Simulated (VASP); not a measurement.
# KPd2Se2I (P-3m1) in VASP: notebook, part 2 of 2

VASP 6.6.1. Earlier steps stand in the parts before.

### Step 3. Relaxation of cell and atoms, PBE

This run uses another cell than the first one, of 27.87 Å³/atom.

Input file INCAR:

```
SYSTEM = KPd2Se2I
PREC = Accurate
ENCUT = 600
EDIFF = 1E-7
ISMEAR = 0
SIGMA = 0.15
LREAL = .False.
LASPH = .True.
NELM = 60
ALGO = Normal
ISIF = 3
LWAVE = .False.
LCHARG = .False.
GGA = PE
IBRION = 2
NSW = 36
EDIFFG = -0.08
```

Input file KPOINTS:

```
Automatic mesh
0
Gamma
  3 3 2
  0 0 0
```

Input file POSCAR:

```
KPd2Se2I
1.0
    4.4853273700      0.0000000000      0.0000000000
   -2.2426636800      3.8844074400      0.0000000000
    0.0000000000      0.0000000000      9.5973431600
K Pd Se I
1 2 2 1
Direct
    0.0000000000      0.0000000000      0.5000000000
    0.6666666700      0.3333333300      0.2435020100
    0.3333333300      0.6666666700      0.7564979900
    0.6666666700      0.3333333300      0.7625210300
    0.3333333300      0.6666666700      0.2374789700
    0.0000000000      0.0000000000      0.0000000000
```

Potentials or basis: VASP PAW PBE potentials, release 64 (K_sv, Pd, Se, I).

Launch:

```bash
cat potpaw_PBE.64/K_sv/POTCAR potpaw_PBE.64/Pd/POTCAR potpaw_PBE.64/Se/POTCAR potpaw_PBE.64/I/POTCAR > POTCAR
mpirun -np 1 vasp_std > vasp.out
```

OUTCAR:

```text
SYSTEM = KPd2Se2I
   PREC = Accurate
   ENCUT = 600
   EDIFF = 1E-7
   ISMEAR = 0
   LREAL = .False.
   LASPH = .True.
   NELM = 60
   ISIF = 3
   GGA = PE
   IBRION = 2
   NSW = 36
   EDIFFG = -0.08

 ion  position               nearest neighbor table
   1  0.000  0.000  0.500-   2 3.57   3 3.57   3 3.57   2 3.57   2 3.57   3 3.57
   2  0.667  0.333  0.244-   5 2.59   5 2.59   5 2.59   6 3.49   6 3.49   6 3.49   1 3.57   1 3.57
                             1 3.57
   3  0.333  0.667  0.756-   4 2.59   4 2.59   4 2.59   6 3.49   6 3.49   6 3.49   1 3.57   1 3.57
                             1 3.57
   4  0.667  0.333  0.763-   3 2.59   3 2.59   3 2.59
   5  0.333  0.667  0.237-   2 2.59   2 2.59   2 2.59
   6  0.000  0.000  0.000-   2 3.49   3 3.49   3 3.49   2 3.49   2 3.49   3 3.49

  LATTYP: Found a hexagonal cell.
 ALAT       =     4.4853273700
 C/A-ratio  =     2.1397196611

  Lattice vectors:

 A1 = (   4.4853273700,   0.0000000000,   0.0000000000)
 A2 = (  -2.2426636800,   3.8844074400,   0.0000000000)
 A3 = (   0.0000000000,   0.0000000000,   9.5973431600)

Analysis of symmetry for initial positions (statically):
=====================================================================
 Subroutine PRICEL returns:
 Original cell was already a primitive cell.

 Routine SETGRP: Setting up the symmetry group for a
 hexagonal supercell.

 Subroutine GETGRP returns: Found 12 space group operations
 (whereof 12 operations were pure point group operations)
 out of a pool of 24 trial point group operations.

The static configuration has the point symmetry D_3d.

Analysis of symmetry for dynamics (positions and initial velocities):
=====================================================================
 Subroutine PRICEL returns:
 Original cell was already a primitive cell.

 Routine SETGRP: Setting up the symmetry group for a
 hexagonal supercell.

 Subroutine GETGRP returns: Found 12 space group operations
 (whereof 12 operations were pure point group operations)
 out of a pool of 24 trial point group operations.

The dynamic configuration has the point symmetry D_3d.

 Subroutine INISYM returns: Found 12 space group operations
 (whereof 12 operations are pure point group operations),
[... 89 lines left out ...]
   IBRION =      2    ionic relax: 0-MD 1-quasi-New 2-CG
   NFREE  =      1    steps in history (QN), initial steepest desc. (CG)
   ISIF   =      3    stress and relaxation
   ISYM   =      2    0-nonsym 1-usesym 2-fastsym
   POTIM  = 0.5000    time-step for ionic-motion
   TEBEG  =    0.0;   TEEND  =   0.0 temperature during run
   PSTRESS=    0.0 pullay stress
   NELECT =      48.0000    total number of electrons
   NUPDOWN=      -1.0000    fix difference up-down
   EMIN   =  10.00;   EMAX   =-10.00  energy-range for DOS
   EFERMI =   0.00;   METHOD = LEGACY
   ISMEAR =     0;   SIGMA  =   0.15  broadening in eV -4-tet -1-fermi 0-gaus
   EFERMI_NEDOS =   21; number of points for ismear=-14 and -15
   IALGO  =     38    algorithm
   IMIX   =      4    mixing-type and parameters
     AMIX     =   0.40;   BMIX     =  1.00
     AMIX_MAG =   1.60;   BMIX_MAG =  1.00
  volume/ion in A,a.u.               =      27.87       188.07
  Fermi-wavevector in a.u.,A,eV,Ry     =   1.079937  2.040786 15.867997  1.166265
  Thomas-Fermi vector in A             =   2.215915
   LORBIT       =      0    0 simple, 1 ext, 2 COOP (PROOUT), +10 PAW based schemes
   GGA     = PE    functional components
   LHFCALC =     F    Hartree Fock is set to
   AEXX    =    0.0000 exact exchange contribution
   IVDW    =     0    specifies the selected vdW correction
   LEPSILON=     F    determine dielectric tensor
   LRPA    =     F    only Hartree local field effects (RPA)
 conjugate gradient relaxation of ions
 non-spin polarized calculation
 Gauss-broadening in eV      SIGMA  =   0.15
  energy-cutoff  :      600.00
  volume of cell :      167.21
 maximum number of plane-waves:      5604
 NGX is ok and might be reduce to    36
   NGX = 17   NGY = 17   NGZ = 39

--------------------------------------- Ionic step        1  -------------------------------------------

 number of electron      47.9999992 magnetization

 Free energy of the ion-electron system (eV)
  ---------------------------------------------------
  ext. energy  EPLUGINS =         0.00000000
  ---------------------------------------------------
  free energy    TOTEN  =       -20.95235062 eV

  energy without entropy =      -20.89885114  energy(sigma->0) =      -20.92560088

 E-fermi :   3.3098     XC(G=0):  -9.1302

 val. band max:        3.2558689353   @ k =   0.3333   0.3333   0.0000
 cond. band min:       3.3960910585   @ k =   0.3333   0.3333   0.5000
 fundamental gap:      0.1402221232
 Fermi energy:         3.3097578366
[... 493 lines left out ...]
     27       9.9657      0.00000
     28       9.9657      0.00000

[... ionic steps 4 to 15 ...]

--------------------------------------- Ionic step       16  -------------------------------------------

 number of electron      47.9999998 magnetization

------------------------ aborting loop because EDIFF is reached ----------------------------------------
[... 75 lines left out ...]
--------------------------------------- Ionic step       18  -------------------------------------------

 number of electron      48.0000000 magnetization

 Free energy of the ion-electron system (eV)
  ---------------------------------------------------
  ext. energy  EPLUGINS =         0.00000000
  ---------------------------------------------------
  free energy    TOTEN  =       -22.62592367 eV

  energy without entropy =      -22.61476147  energy(sigma->0) =      -22.62034257

 E-fermi :   4.8731     XC(G=0):  -9.7452

 val. band max:        4.6508666891   @ k =   0.3333   0.0000   0.5000
 cond. band min:       5.0766646787   @ k =   0.3333   0.0000   0.5000
 fundamental gap:      0.4257979896
 Fermi energy:         4.8731406311
[... 217 lines left out ...]
  FREE ENERGIE OF THE ION-ELECTRON SYSTEM (eV)
  ---------------------------------------------------
  free  energy   TOTEN  =       -22.6259236733 eV

  energy  without entropy=      -22.6147614734  energy(sigma->0) =      -22.62034257

 reached required accuracy - stopping structural energy minimisation
```

CONTCAR:

```text
KPd2Se2I
   1.00000000000000
     4.0521610841249602   -0.0000000005674517   -0.0000000000000001
    -2.0260805380367786    3.5092744346198881    0.0000000000000001
    -0.0000000000000001   -0.0000000000000003   10.2225779308180797
  K               Pd              Se              I
     1     2     2     1
Direct
     0.0000000000000000    0.0000000000000000    0.5000000000000000
     0.6666666699999979    0.3333333300000021    0.1727216277691797
     0.3333333300000021    0.6666666699999979    0.8272783722308203
     0.6666666699999979    0.3333333300000021    0.7272930011948860
     0.3333333300000021    0.6666666699999979    0.2727069988051140
     0.0000000000000000    0.0000000000000000    0.0000000000000000

  0.00000000E+00  0.00000000E+00  0.00000000E+00
  0.00000000E+00  0.00000000E+00  0.00000000E+00
  0.00000000E+00  0.00000000E+00  0.00000000E+00
  0.00000000E+00  0.00000000E+00  0.00000000E+00
  0.00000000E+00  0.00000000E+00  0.00000000E+00
  0.00000000E+00  0.00000000E+00  0.00000000E+00
```

Run time: 19 min. Hardware: 1 thread of AMD EPYC 7R13, shared host; peak memory 0.33 GiB.

What came out:

```
Free energy                           : -22.6259 eV
Relaxed volume                        : 24.23 Å³/atom
Relaxed cell                          : a = 4.052 Å, b = 4.052 Å, c = 10.223 Å, α = 90.00°, β = 90.00°, γ = 120.00°
Space group after relaxing (to 0.1 Å) : P-3m1 (No. 164)
Energy gained by relaxing             : 278.9 meV/atom
Ionic steps                           : 18
Pressure after relaxing               : 0.0 GPa
Largest force after relaxing          : 0.029 eV/Å
Band gap on the k mesh                : zero (bands 24 and 25 overlap by 1.42 eV)
```

Forces on the atoms (eV/Å):
```
K    0.000  0.000  0.000
Pd   0.000  0.000 -0.029
Pd   0.000  0.000  0.029
Se   0.000  0.000 -0.028
Se   0.000  0.000  0.028
I    0.000  0.000  0.000
```

The path:
```csv
step,energy change (eV),largest force (eV/Å),pressure (GPa),volume (Å³)
1,0.0000,0.9651,-3.75,167.21
2,-0.3202,1.0582,0.68,151.87
3,-0.3232,1.0704,1.33,150.27
4,-0.5363,0.9996,1.32,149.14
5,-0.9780,0.6778,0.75,145.75
6,-0.9193,1.2260,0.30,139.11
7,-1.2365,0.6783,-0.12,143.70
8,-1.3251,0.3156,-0.45,141.39
9,-1.3459,0.1247,-0.45,142.15
10,-1.4408,0.6340,0.92,138.82
11,-1.4476,0.5049,0.60,139.50
12,-1.5882,0.3605,0.41,141.22
13,-1.6549,0.2146,0.63,143.64
14,-1.6587,0.1435,0.54,143.24
15,-1.6627,0.1562,-0.56,146.02
16,-1.6635,0.1376,-0.25,145.19
17,-1.6685,0.0905,-0.18,145.24
18,-1.6736,0.0289,0.03,145.37
```

Final structure:
```yaml
crystal:
  lattice:
    - [4.05216, 0.00000, 0.00000]
    - [-2.02608, 3.50927, 0.00000]
    - [0.00000, 0.00000, 10.22258]
  atoms:
    - { symbol: K, position: [0.00000, 0.00000, 0.50000] }
    - { symbol: Pd, position: [0.66667, 0.33333, 0.17272] }
    - { symbol: Pd, position: [0.33333, 0.66667, 0.82728] }
    - { symbol: Se, position: [0.66667, 0.33333, 0.72729] }
    - { symbol: Se, position: [0.33333, 0.66667, 0.27271] }
    - { symbol: I, position: [0.00000, 0.00000, 0.00000] }
```

Levels at points of the mesh, in eV from the Fermi level:
```tsv
k point	band 20	band 21	band 22	band 23	band 24	band 25	band 26	band 27	band 28
(0.00, 0.00, 0.00)	-1.54	-1.41	-0.35	0.62	0.62	1.30	1.30	2.27	3.40
(0.00, 0.00, 0.50)	-1.56	-1.11	-0.97	0.74	0.74	1.18	1.18	3.31	4.14
```

Caveat: the k points lie up to 0.60 Å⁻¹ apart in the final cell, too coarse for converged energies and pressures of a metal; spin-orbit coupling is left out, which moves the levels of the heavy elements.

### Step 4. Single point, PBE

This run uses another cell than the first one, of 24.48 Å³/atom.

Input file INCAR:

```
PREC     = Accurate       # precision mode
ENCUT    = 520            # plane-wave cutoff, eV
EDIFF    = 1E-6           # SCF threshold, eV
ISMEAR   = 0              # smearing method
SIGMA    = 0.1            # smearing width, eV
LREAL    = F              # projectors in reciprocal space
LASPH    = T              # aspherical terms in the spheres
NELM     = 60             # most SCF steps
ALGO     = Normal         # electronic algorithm
ISIF     = 2              # what is computed and relaxed
LWAVE    = F              # write WAVECAR
LCHARG   = T              # write CHGCAR
GGA      = PE             # functional
LELF     = T              # ELF
LVHAR    = T            
NBANDS   = 33             # bands
```

Input file KPOINTS:

```
regular mesh
0
Gamma
  12 12 4
```

Input file POSCAR:

```
KPd2Se2I
1.0
    4.0308784340      0.0000000000      0.0000000000
   -2.0154392170      3.4908431234      0.0000000000
    0.0000000000      0.0000000000     10.4391862576
K Pd Se I
1 2 2 1
Direct
    0.0000000000      0.0000000000      0.5000000000
    0.6666666667      0.3333333333      0.1712497388
    0.3333333333      0.6666666667      0.8287502612
    0.6666666667      0.3333333333      0.7263172702
    0.3333333333      0.6666666667      0.2736827298
    0.0000000000      0.0000000000      0.0000000000
```

Launch:

```bash
cat potpaw_PBE.64/K_sv/POTCAR potpaw_PBE.64/Pd/POTCAR potpaw_PBE.64/Se/POTCAR potpaw_PBE.64/I/POTCAR > POTCAR
mpirun -np 1 vasp_std > vasp.out
```

Wall time 5.1 min (1 thread of AMD EPYC 7R13, shared host); peak memory 0.46 GiB.

The run converged. Its results:

| Property | Result |
| --- | --- |
| Free energy | -22.4486 eV |
| Pressure | 0.0 GPa |
| Largest force | 0.009 eV/Å |
| Band gap on the k mesh | zero (bands 24 and 25 overlap by 1.38 eV) |

Forces on the atoms (eV/Å):
```
K    0.000  0.000  0.000
Pd   0.000  0.000 -0.003
Pd   0.000  0.000  0.003
Se   0.000  0.000  0.009
Se   0.000  0.000 -0.009
I    0.000  0.000  0.000
```

Levels at points of the mesh, in eV from the Fermi level:
| k point | band 21 | band 22 | band 23 | band 24 | band 25 | band 26 | band 27 | band 28 |
| --- | --- | --- | --- | --- | --- | --- | --- | --- |
| (0.00, 0.00, 0.00) | -1.55 | -0.54 | 0.48 | 0.48 | 1.14 | 1.14 | 2.07 | 3.35 |
| (0.50, 0.00, 0.00) | -1.98 | -1.52 | -1.35 | -0.67 | 0.48 | 0.89 | 2.20 | 3.78 |
| (0.00, 0.00, 0.50) | -1.25 | -1.16 | 0.59 | 0.59 | 1.04 | 1.04 | 3.06 | 3.24 |
| (0.50, 0.00, 0.50) | -1.91 | -1.72 | -1.28 | -0.62 | 0.47 | 0.83 | 2.59 | 3.79 |

Caveat: spin-orbit coupling is left out, which moves the levels of the heavy elements.

### Step 5. The runs side by side

```csv
task,cell,k mesh,cutoff (eV),smearing,gap on the mesh (eV),pressure (GPa),largest force (eV/Å)
single point,"a = 4.061, b = 4.061, c = 10.186 Å, angles 90.0, 90.0, 120.0°, 6 atoms, atomic positions A",3 × 3 × 2,520,gaussian 0.15 eV,none,-0.1,0.03
relaxation of cell and atoms,"relaxed from a = 4.485, b = 4.485, c = 9.597 Å, angles 90.0, 90.0, 120.0°, 6 atoms, atomic positions B",3 × 3 × 2,600,gaussian 0.15 eV,none,0.0,0.03
single point,"a = 4.031, b = 4.031, c = 10.439 Å, angles 90.0, 90.0, 120.0°, 6 atoms, atomic positions C",12 × 12 × 4,520,gaussian 0.1 eV,none,0.0,0.01
```

Alike in all rows: level PBE; potentials or basis VASP PAW PBE potentials, release 64 (K_sv, Pd, Se, I); no spin polarisation.

Caveats: some runs use coarse meshes; spin-orbit coupling is left out, which moves the levels of the heavy elements.

Total energies depend on the potentials used, so only differences within one code and one set of settings carry meaning.
